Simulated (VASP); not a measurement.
Be2CdS:

```
CELL_PARAMETERS angstrom
0.00000 3.15577 4.86503
2.38939 0.00000 4.86503
2.38939 3.15577 0.00000
ATOMIC_POSITIONS crystal
Be 0.00000 0.50000 0.50000
Be 0.50000 0.00000 0.00000
Cd 0.50000 0.50000 0.50000
S 0.00000 0.00000 0.00000
```

```yaml
Program: VASP 6.6.1
Task: relaxation of cell and atoms
Functional: PBE
Potentials_or_basis: VASP PAW PBE potentials, release 64 (Be, Cd, S)
Cutoff: 600 eV
k_mesh: 6 × 6 × 6
Occupations: gaussian, width 0.1 eV
Spin: no spin polarisation
```

At the start: pressure -0.9 GPa; volume 18.34 Å³/atom.

Q: Where does the relaxation end?

A: Over 20 steps the energy falls by 325.6 meV/atom and the volume is 17.24 Å³/atom (-6.0 %); space group Fmmm (No. 69, to 0.05 Å).

The path:
| step | energy change (eV) | largest force (eV/Å) | pressure (GPa) | volume (Å³) |
| --- | --- | --- | --- | --- |
| 1 | 0.0000 | 0.0000 | -0.94 | 73.37 |
| 2 | -0.2486 | 0.0000 | -3.29 | 72.11 |
| 3 | -1.0005 | 0.0000 | -3.35 | 67.11 |
| 4 | 6.6684 | 0.0000 | 82.06 | 52.39 |
| 5 | -1.0675 | 0.0000 | -2.42 | 66.42 |
| 6 | -0.3617 | 0.0000 | 16.60 | 60.03 |
| 7 | -1.1430 | 0.0000 | -0.49 | 65.27 |
| 8 | -1.1510 | 0.0000 | 1.49 | 64.36 |
| 9 | -1.1540 | 0.0000 | 0.93 | 64.59 |
| 10 | -1.1853 | 0.0000 | -0.23 | 66.07 |
| 11 | -1.2454 | 0.0000 | -1.60 | 68.89 |
| 12 | -1.2527 | 0.0000 | -2.32 | 74.12 |
| 13 | -1.2795 | 0.0000 | -2.29 | 71.31 |
| 14 | -1.2942 | 0.0000 | -1.37 | 71.07 |
| 15 | -1.2960 | 0.0000 | -0.95 | 70.95 |
| 16 | -1.2960 | 0.0000 | -0.90 | 70.94 |
| 17 | -1.2984 | 0.0000 | -0.71 | 70.52 |
| 18 | -1.3015 | 0.0000 | -0.26 | 69.52 |
| 19 | -1.3017 | 0.0000 | -0.07 | 69.12 |
| 20 | -1.3024 | 0.0000 | -0.05 | 68.98 |

Final structure:
```
Be Cd S
1.0
     0.00000    2.64529    4.12363
     3.16177    0.00000    4.12363
     3.16177    2.64529    0.00000
Be Cd S
2 1 1
Cartesian
  3.1618 1.3226 2.0618
  3.1618 1.3226 6.1854
  3.1618 2.6453 4.1236
  0.0000 0.0000 0.0000
```
